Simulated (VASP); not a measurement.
Here is a VASP 6.6.1 calculation.

Contents of INCAR:

```
SYSTEM = MgO
ALGO = Normal ; EDIFF = 1E-6
ENCUT = 520 ; GGA = PE
ISIF = 2 ; ISMEAR = -1
LASPH = .True. ; LCHARG = .False.
LREAL = .False. ; LWAVE = .False.
NBANDS = 11 ; NELM = 100
PREC = Accurate ; SIGMA = 0.05
```

The input KPOINTS:

```
k-points
0
Gamma
  10 10 10
  0 0 0
```

Contents of POSCAR:

```
MgO
1.0
    0.0000000000      2.2749918549      2.2749918549
    2.2749918549      0.0000000000      2.2749918549
    2.2749918549      2.2749918549      0.0000000000
Mg O
1 1
Direct
    0.5000000000      0.5000000000      0.5000000000
    0.7500000000      0.7500000000      0.7500000000
```

Potentials or basis: VASP PAW PBE potentials, release 64 (Mg, O).

Command:

```bash
$ cat potpaw_PBE.64/Mg/POTCAR potpaw_PBE.64/O/POTCAR > POTCAR
$ mpirun -np 1 vasp_std > vasp.out
```

Question: Estimate the band gap on the k mesh.

Answer: 3.69 eV, direct.

Question: Predict the pressure.

Answer: 4.7 GPa.

As with any semilocal functional, this PBE gap is likely too small.
